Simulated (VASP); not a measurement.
Set up this calculation in VASP 6.6.1, as the native input.

```
Task                   : single point
Functional             : PBE
Potentials or basis    : VASP PAW PBE potentials, release 64 (Mg, Bi_d, N)
Cutoff                 : 520 eV
k mesh                 : 6 × 6 × 6
Occupations            : gaussian, width 0.1 eV
Spin                   : no spin polarisation
Dipole correction      : no
Further INCAR settings : ALGO = Normal; EDIFF = 1e-06; NBANDS = 26
```

The structure of Mg2BiN3 lies in POSCAR:

```
Mg2BiN3
1.0
    5.6679807400      0.0000000000      0.0000000000
   -2.8339903700      4.9086153100      0.0000000000
    0.0000000000      0.0000000000      3.2699515300
Mg Bi N
2 1 3
Direct
    0.3333333300      0.6666666700      0.5000000000
    0.6666666700      0.3333333300      0.5000000000
    0.0000000000      0.0000000000      0.5000000000
    0.0000000000      0.5000000000      0.0000000000
    0.5000000000      0.0000000000      0.0000000000
    0.5000000000      0.5000000000      0.0000000000
```

One way to write it, as run:

INCAR

```
SYSTEM = Mg2BiN3
  ALGO = Normal
  EDIFF = 1E-6
  ENCUT = 520
  GGA = PE
  ISIF = 2
  ISMEAR = 0
  LASPH = .TRUE.
  LCHARG = .FALSE.
  LREAL = .FALSE.
  LWAVE = .FALSE.
  NBANDS = 26
  NELM = 80
  PREC = Accurate
  SIGMA = 0.1
```

KPOINTS

```
k-points
0
G
  6 6 6
  0 0 0
```

Potentials or basis: VASP PAW PBE potentials, release 64 (Mg, Bi_d, N).

Launch:

```console
$ cat potpaw_PBE.64/Mg/POTCAR potpaw_PBE.64/Bi_d/POTCAR potpaw_PBE.64/N/POTCAR > POTCAR
$ mpirun -np 1 vasp_std > vasp.out
```

It gave:

The pressure is -12.7 GPa. The band gap on the k mesh is zero (band 17 reaches 4.84 eV, above the bottom of band 18 at 4.02 eV).

Caveat: spin-orbit coupling is left out, which moves the levels of the heavy elements.

Run time: 48 s on 1 thread of Intel(R) Xeon(R) Platinum 8375C CPU @ 2.90GHz (Ice Lake) (shared host), peak memory 0.23 GiB.
